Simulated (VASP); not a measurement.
# CoSi2 (P4/mmm) in VASP: further runs

Runs on CoSi2. Level: PBE. Tasks: single point, relaxation of cell and atoms.

Everything below comes from runs of VASP 6.6.1. Logs are shortened: lines on timing, memory, paths and dates and some standing lists are left out, and cuts for length are marked.

## 1. The cell of the first run

It takes space group P4/mmm (No. 123, tetragonal). Conventional cell: a = 3.824 Å, b = 3.824 Å, c = 2.679 Å, α = 90.00°, β = 90.00°, γ = 90.00°. Co (site symmetry 4/mmm) has 8 Si at 2.33 Å and 2 Co at 2.68 Å within 3.1 Å. Si (site symmetry mmm) has 4 Co at 2.33 Å and 6 Si at 2.68 to 2.70 Å within 3.1 Å.

## 2. Single point, PBE

The input, INCAR:

```
SYSTEM = CoSi2
ALGO = Normal
EDIFF = 1E-6
ENCUT = 520
GGA = PE
ISIF = 2
ISMEAR = 0
LASPH = .TRUE.
LCHARG = .TRUE.
LELF = .TRUE.
LREAL = .FALSE.
LVHAR = .TRUE.
LWAVE = .FALSE.
NBANDS = 16
NELM = 100
PREC = Accurate
SIGMA = 0.1
```

The input, KPOINTS:

```
k-points
0
G
  6 6 6
  0 0 0
```

The input, POSCAR:

```
CoSi2
1.0
    3.8237581575      0.0000000000      0.0000000000
    0.0000000000      3.8237581575      0.0000000000
    0.0000000000      0.0000000000      2.6785580356
Co Si
1 2
Direct
    0.5000000000      0.5000000000      0.0000000000
    0.0000000000      0.5000000000      0.5000000000
    0.5000000000      0.0000000000      0.5000000000
```

Potentials or basis: VASP PAW PBE potentials, release 64 (Co, Si).

Command:

```
$ cat potpaw_PBE.64/Co/POTCAR potpaw_PBE.64/Si/POTCAR > POTCAR
$ mpirun -np 1 vasp_std > vasp.out
```

OUTCAR:

```text
SYSTEM = CoSi2
   EDIFF = 1E-6
   ENCUT = 520
   GGA = PE
   ISIF = 2
   ISMEAR = 0
   LASPH = .TRUE.
   LREAL = .FALSE.
   NELM = 100
   PREC = Accurate

 ion  position               nearest neighbor table
   1  0.500  0.500  0.000-   2 2.33   3 2.33   2 2.33   3 2.33   3 2.33   3 2.33   2 2.33   2 2.33

   2  0.000  0.500  0.500-   1 2.33   1 2.33   1 2.33   1 2.33   3 2.70   3 2.70   3 2.70   3 2.70

   3  0.500  0.000  0.500-   1 2.33   1 2.33   1 2.33   1 2.33   2 2.70   2 2.70   2 2.70   2 2.70

  LATTYP: Found a simple tetragonal cell.
 ALAT       =     3.8237581575
 C/A-ratio  =     0.7005040396

  Lattice vectors:

 A1 = (   3.8237581575,   0.0000000000,   0.0000000000)
 A2 = (   0.0000000000,   3.8237581575,   0.0000000000)
 A3 = (   0.0000000000,   0.0000000000,   2.6785580356)

Analysis of symmetry for initial positions (statically):
=====================================================================
 Subroutine PRICEL returns:
 Original cell was already a primitive cell.

 Routine SETGRP: Setting up the symmetry group for a
 simple tetragonal supercell.

 Subroutine GETGRP returns: Found 16 space group operations
 (whereof 16 operations were pure point group operations)
 out of a pool of 16 trial point group operations.

The static configuration has the point symmetry D_4h.

Analysis of symmetry for dynamics (positions and initial velocities):
=====================================================================
 Subroutine PRICEL returns:
 Original cell was already a primitive cell.

 Routine SETGRP: Setting up the symmetry group for a
 simple tetragonal supercell.

 Subroutine GETGRP returns: Found 16 space group operations
 (whereof 16 operations were pure point group operations)
 out of a pool of 16 trial point group operations.

The dynamic configuration has the point symmetry D_4h.

 Subroutine INISYM returns: Found 16 space group operations
 (whereof 16 operations are pure point group operations),
 and found     1 'primitive' translations

----------------------------------------------------------------------------------------

                                     Primitive cell

  volume of cell :      39.1635

  direct lattice vectors                    reciprocal lattice vectors
[... 86 lines left out ...]
   LASPH  =      T    aspherical Exc in radial PAW
   ENCUT  =  520.0 eV  38.22 Ry    6.18 a.u.   7.11  7.11  4.98*2*pi/ulx,y,z
   NELM   =    100;   NELMIN=  2; NELMDL= -5     # of ELM steps
   EDIFF  = 0.1E-05   stopping-criterion for ELM
   LREAL  =      F    real-space projection
   EDIFFG = 0.1E-04   stopping-criterion for IOM
   NSW    =      0    number of steps for IOM
   IBRION =     -1    ionic relax: 0-MD 1-quasi-New 2-CG
   NFREE  =      0    steps in history (QN), initial steepest desc. (CG)
   ISIF   =      2    stress and relaxation
   ISYM   =      2    0-nonsym 1-usesym 2-fastsym
   POTIM  = 0.5000    time-step for ionic-motion
   TEBEG  =    0.0;   TEEND  =   0.0 temperature during run
   PSTRESS=    0.0 pullay stress
   NELECT =      17.0000    total number of electrons
   NUPDOWN=      -1.0000    fix difference up-down
   EMIN   =  10.00;   EMAX   =-10.00  energy-range for DOS
   EFERMI =   0.00;   METHOD = LEGACY
   ISMEAR =     0;   SIGMA  =   0.10  broadening in eV -4-tet -1-fermi 0-gaus
   EFERMI_NEDOS =   21; number of points for ismear=-14 and -15
   IALGO  =     38    algorithm
   IMIX   =      4    mixing-type and parameters
     AMIX     =   0.40;   BMIX     =  1.00
     AMIX_MAG =   1.60;   BMIX_MAG =  1.00
  volume/ion in A,a.u.               =      13.05        88.10
  Fermi-wavevector in a.u.,A,eV,Ry     =   1.239549  2.342409 20.905117  1.536483
  Thomas-Fermi vector in A             =   2.374028
   LORBIT       =      0    0 simple, 1 ext, 2 COOP (PROOUT), +10 PAW based schemes
   GGA     = PE    functional components
   LHFCALC =     F    Hartree Fock is set to
   AEXX    =    0.0000 exact exchange contribution
   IVDW    =     0    specifies the selected vdW correction
   LEPSILON=     F    determine dielectric tensor
   LRPA    =     F    only Hartree local field effects (RPA)
 non-spin polarized calculation
 Gauss-broadening in eV      SIGMA  =   0.10
  energy-cutoff  :      520.00
  volume of cell :       39.16
 maximum number of plane-waves:      1074
   NGX = 15   NGY = 15   NGZ =  9

 number of electron      17.0000002 magnetization

 Free energy of the ion-electron system (eV)
  ---------------------------------------------------
  ext. energy  EPLUGINS =         0.00000000
  ---------------------------------------------------
  free energy    TOTEN  =       -18.28078533 eV

  energy without entropy =      -18.27284763  energy(sigma->0) =      -18.27681648

 E-fermi :  10.5055     XC(G=0): -11.6843

 val. band max:       10.4814848169   @ k =   0.3333   0.1667   0.0000
 cond. band min:      10.5294183366   @ k =   0.5000   0.1667   0.3333
 fundamental gap:      0.0479335197
 Fermi energy:        10.5054955105

 k-point     1 :       0.0000    0.0000    0.0000
  band No.  band energies     occupation
      1      -3.2392      2.00000
      2       3.3428      2.00000
      3       6.1020      2.00000
      4       6.1020      2.00000
      5       6.5138      2.00000
      6       8.0515      2.00000
[... 433 lines left out ...]
      3       6.0522      2.00000
      4       6.1246      2.00000
      5       6.7044      2.00000
      6       7.8567      2.00000
[... 8 lines left out ...]
     15      19.3907      0.00000
     16      19.6458      0.00000

 [... further k-points ...]

------------------------ aborting loop because EDIFF is reached ----------------------------------------

  FORCE on cell =-STRESS in cart. coord.  units (eV):
  Direction    XX          YY          ZZ          XY          YZ          ZX
  --------------------------------------------------------------------------------------
  -------------------------------------------------------------------------------------
  Total       -0.0154277     -0.0154277     -0.0276440      0.0000000     -0.0000000      0.0000000
  in kB       -0.6311450     -0.6311450     -1.1309146      0.0000000     -0.0000000      0.0000000
  external PRESSURE =      -0.7977349 kB  Pullay stress =       0.0000000 kB

 VOLUME and BASIS-vectors are now :
 -----------------------------------------------------------------------------
  energy-cutoff  :      520.00
  volume of cell :       39.16
      direct lattice vectors                 reciprocal lattice vectors
     3.823758157  0.000000000  0.000000000     0.261522816  0.000000000  0.000000000
     0.000000000  3.823758157  0.000000000     0.000000000  0.261522816  0.000000000
     0.000000000  0.000000000  2.678558036     0.000000000  0.000000000  0.373335200

 POSITION                                       TOTAL-FORCE (eV/Angst)
 -----------------------------------------------------------------------------------
      1.91188      1.91188      0.00000         0.000000      0.000000      0.000000
      0.00000      1.91188      1.33928         0.000000      0.000000      0.000000
      1.91188      0.00000      1.33928         0.000000      0.000000      0.000000
 -----------------------------------------------------------------------------------
    total drift:                                0.000000      0.000000      0.000000

  FREE ENERGIE OF THE ION-ELECTRON SYSTEM (eV)
  ---------------------------------------------------
  free  energy   TOTEN  =       -18.2807853272 eV

  energy  without entropy=      -18.2728476345  energy(sigma->0) =      -18.27681648
```

OSZICAR:

```text
N       E                     dE             d eps       ncg     rms          rms(c)
DAV:   1     0.587142861869E+02    0.58714E+02   -0.72565E+03  1280   0.105E+03
DAV:   2    -0.163647682812E+02   -0.75079E+02   -0.66934E+02  1352   0.198E+02
DAV:   3    -0.193829581458E+02   -0.30182E+01   -0.29397E+01  1688   0.437E+01
DAV:   4    -0.194392215652E+02   -0.56263E-01   -0.56176E-01  1520   0.567E+00
DAV:   5    -0.194408559206E+02   -0.16344E-02   -0.16342E-02  1776   0.104E+00    0.142E+01
DAV:   6    -0.227869438094E+02   -0.33461E+01   -0.18268E+01  1440   0.910E+01    0.171E+01
DAV:   7    -0.183286851868E+02    0.44583E+01   -0.86771E+00  1584   0.732E+01    0.364E+00
DAV:   8    -0.183303540848E+02   -0.16689E-02   -0.80923E-01  1816   0.778E+00    0.249E+00
DAV:   9    -0.182808608771E+02    0.49493E-01   -0.12433E-01  1632   0.686E+00    0.403E-01
DAV:  10    -0.182807726601E+02    0.88217E-04   -0.49719E-03  1664   0.654E-01    0.298E-01
DAV:  11    -0.182808140035E+02   -0.41343E-04   -0.53632E-04  1704   0.311E-01    0.541E-02
DAV:  12    -0.182807915313E+02    0.22472E-04   -0.13208E-04  1672   0.231E-01    0.229E-02
DAV:  13    -0.182807854055E+02    0.61258E-05   -0.11877E-05  1984   0.562E-02    0.266E-03
DAV:  14    -0.182807853272E+02    0.78340E-07   -0.84652E-07  1088   0.995E-03
   1 F= -.18280785E+02 E0= -.18276816E+02  d E =-.793769E-02
```

stdout:

```text
POSCAR found type information on POSCAR CoSi
 POSCAR found :  2 types and       3 ions
 scaLAPACK will be used
 LDA part: xc-table for (Slater+PW92), standard interpolation
 POSCAR, INCAR and KPOINTS ok, starting setup
 FFT: planning ... GRIDC
 FFT: planning ... GRID_SOFT
 FFT: planning ... GRID
 WAVECAR not read
 entering main loop
```

It took 26 s on 1 thread of AMD EPYC 7R43 (Zen 3), shared host; peak memory 0.12 GiB.

What came out:

```
Free energy : -18.2808 eV
Pressure    : -0.1 GPa
```

Caveat: the k points lie up to 0.39 Å⁻¹ apart. Spin polarisation is off, so any magnetic state and its effect on volume and gap are missing.

## 3. Relaxation of cell and atoms, PBE

This run uses another cell than the first one, of the same volume but with other edges.

The input, INCAR:

```
PREC     = Accurate       # precision mode
ENCUT    = 600            # plane-wave cutoff, eV
EDIFF    = 1E-6           # SCF threshold, eV
ISMEAR   = 0              # smearing method
SIGMA    = 0.1            # smearing width, eV
LREAL    = False          # projectors in reciprocal space
LASPH    = True           # aspherical terms in the spheres
NELM     = 80             # most SCF steps
ALGO     = Normal         # electronic algorithm
ISIF     = 3              # what is computed and relaxed
LWAVE    = False          # write WAVECAR
LCHARG   = False          # write CHGCAR
GGA      = PE             # functional
IBRION   = 2              # ionic algorithm
NSW      = 90             # ionic steps
EDIFFG   = -0.04          # ionic threshold
```

The input, KPOINTS:

```
Automatic mesh
0
Gamma
  6 6 6
```

The input, POSCAR:

```
CoSi2
1.0
    3.7384247419      0.0000000000      0.0000000000
    0.0000000000      3.7384247419      0.0000000000
    0.0000000000      0.0000000000      2.7996189745
Co Si
1 2
Direct
    0.5000000000      0.5000000000      0.0000000000
    0.0000000000      0.5000000000      0.5000000000
    0.5000000000      0.0000000000      0.5000000000
```

Potentials or basis: VASP PAW PBE potentials, release 64 (Co, Si).

Command:

```
$ cat potpaw_PBE.64/Co/POTCAR potpaw_PBE.64/Si/POTCAR > POTCAR
$ mpirun -np 1 vasp_std > vasp.out
```

It took 2.8 min on 1 thread of AMD EPYC 7R43 (Zen 3), shared host; peak memory 0.14 GiB.

The run converged. Its results:

* Free energy: -18.2807 eV
* Relaxed volume: 13.06 Å³/atom
* Relaxed cell: a = 3.826 Å, b = 3.826 Å, c = 2.676 Å, α = 90.00°, β = 90.00°, γ = 90.00°
* Space group after relaxing (to 0.05 Å): P4/mmm (No. 123)
* Energy gained by relaxing: 10.4 meV/atom
* Ionic steps: 8
* Pressure after relaxing: 0.0 GPa

Stress tensor (GPa, compression positive):
```
-0.06  0.00  0.00
 0.00 -0.06  0.00
 0.00  0.00  0.01
```

Step by step:
```tsv
step	energy change (eV)	largest force (eV/Å)	pressure (GPa)	volume (Å³)
1	0.0000	0.0000	-0.06	39.13
2	-0.0187	0.0000	0.24	39.09
3	-0.0279	0.0000	0.43	39.05
4	-0.0223	0.0000	1.10	38.91
5	-0.0306	0.0000	0.56	39.01
6	-0.0307	0.0000	0.68	39.00
7	-0.0303	0.0000	-0.96	39.42
8	-0.0311	0.0000	-0.04	39.17
```

Final structure:
```cif
data_structure
_symmetry_space_group_name_H-M 'P 1'
_symmetry_Int_Tables_number 1
_cell_length_a 3.8256
_cell_length_b 3.8256
_cell_length_c 2.6765
_cell_angle_alpha 90.000
_cell_angle_beta 90.000
_cell_angle_gamma 90.000
_cell_volume 39.17
loop_
_atom_site_label
_atom_site_type_symbol
_atom_site_fract_x
_atom_site_fract_y
_atom_site_fract_z
_atom_site_occupancy
Co1 Co 0.50000 0.50000 0.00000 1
Si1 Si 0.00000 0.50000 0.50000 1
Si2 Si 0.50000 0.00000 0.50000 1
```

Levels at points of the mesh, in eV from the Fermi level:
```
           k point  band 4  band 5  band 6  band 7  band 8  band 9  band 10  band 11  band 12
(0.00, 0.00, 0.00)   -4.41   -3.99   -2.46   -1.76   -1.76    0.84     1.57     4.57     4.86
(0.50, 0.00, 0.00)   -3.80   -2.63   -2.60   -1.97   -1.74   -0.22     1.35     2.58     6.60
(0.50, 0.50, 0.00)   -7.14   -2.75   -2.40   -1.93   -1.93   -0.63     7.74     7.74     7.96
(0.00, 0.00, 0.50)   -5.02   -4.61   -1.81   -0.19   -0.14    2.30     2.30     2.73     2.91
(0.50, 0.00, 0.50)   -5.06   -4.67   -2.21   -2.13   -0.79    0.10     1.47     2.91     4.77
(0.50, 0.50, 0.50)   -4.31   -4.31   -3.32   -2.88   -2.25   -2.03     0.53     0.53     1.28
```

Caveat: the k points lie up to 0.39 Å⁻¹ apart in the final cell.
